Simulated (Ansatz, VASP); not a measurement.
**FeNi2: VASP beside Ansatz**

INCAR

```
SYSTEM = FeNi2
ALGO = Normal ; EDIFF = 1E-6
ENCUT = 520 ; GGA = PE
ISIF = 2 ; ISMEAR = 0
ISPIN = 2 ; LASPH = .TRUE.
LCHARG = .TRUE. ; LELF = .TRUE.
LMAXMIX = 4 ; LORBIT = 11
LREAL = .FALSE. ; LVHAR = .TRUE.
LWAVE = .FALSE. ; MAGMOM = 4 4 2 2 2 2
NBANDS = 41 ; NELM = 150
PREC = Accurate ; SIGMA = 0.1
```

Contents of KPOINTS:

```
k-points
0
G
  6 6 6
  0 0 0
```

The input POSCAR:

```
FeNi2
1.0
    0.0000000000      3.2750790000      3.2750790000
    3.2750790000      0.0000000000      3.2750790000
    3.2750790000      3.2750790000      0.0000000000
Fe Ni
2 4
Direct
    0.7500000000      0.7500000000      0.7500000000
    0.5000000000      0.5000000000      0.5000000000
    0.1250000000      0.1250000000      0.6250000000
    0.1250000000      0.6250000000      0.1250000000
    0.6250000000      0.1250000000      0.1250000000
    0.1250000000      0.1250000000      0.1250000000
```

Input for Ansatz:

```yaml
crystal:
  lattice:
    - [0.0, 3.275079, 3.275079]
    - [3.275079, 0.0, 3.275079]
    - [3.275079, 3.275079, 0.0]
  atoms:
    - { symbol: Fe, position: [0.75, 0.75, 0.75], spin: 4.0 }
    - { symbol: Fe, position: [0.5, 0.5, 0.5], spin: 4.0 }
    - { symbol: Ni, position: [0.125, 0.125, 0.625], spin: 2.0 }
    - { symbol: Ni, position: [0.125, 0.625, 0.125], spin: 2.0 }
    - { symbol: Ni, position: [0.625, 0.125, 0.125], spin: 2.0 }
    - { symbol: Ni, position: [0.125, 0.125, 0.125], spin: 2.0 }
basis:
  ecutwfc: 420
kpoints:
  mp_grid: { grid: [6, 6, 6] }
hamiltonian:
  xc: pbe
scf:
  occupations: { method: gaussian, width: 0.1 }
  lower_state_search: "off"
output:
  forces: true
  stress: true
  eigenvalues: true
  populations: true
magnetization:
  spin_polarized: true
```

Alike in both runs: task single point; functional PBE; k mesh 6 × 6 × 6; occupations gaussian, width 0.1 eV; collinear spin.

|  | VASP | Ansatz |
| --- | --- | --- |
| version | VASP 6.6.1 | Ansatz 0.2.0 |
| potentials or method | VASP PAW PBE potentials, release 64 (Fe, Ni), cutoff 520 eV | scalar-relativistic, plane waves, PAW |
| valence electrons in the cell | 56 | 104 |

Ansatz gave:

```
gap on the k mesh at the Fermi level (eV)                     : none
pressure (GPa)                                                : 0.1
net moment per atom (μB)                                      : 1.34
size of the moment on the site where the two differ most (μB) : 0.62
```

Which values does VASP return?

gap on the k mesh at the Fermi level (eV): none; pressure (GPa): -0.1; net moment per atom (μB): 1.31; size of the moment on the site where the two differ most (μB): 0.53.

Site moments also hang on the region over which each program counts them. A gap of «none» marks a metal or a gap that the smearing closes. VASP's potentials hold 56 valence electrons a cell and Ansatz's 104, so a difference there can come from the potentials and not from the codes.
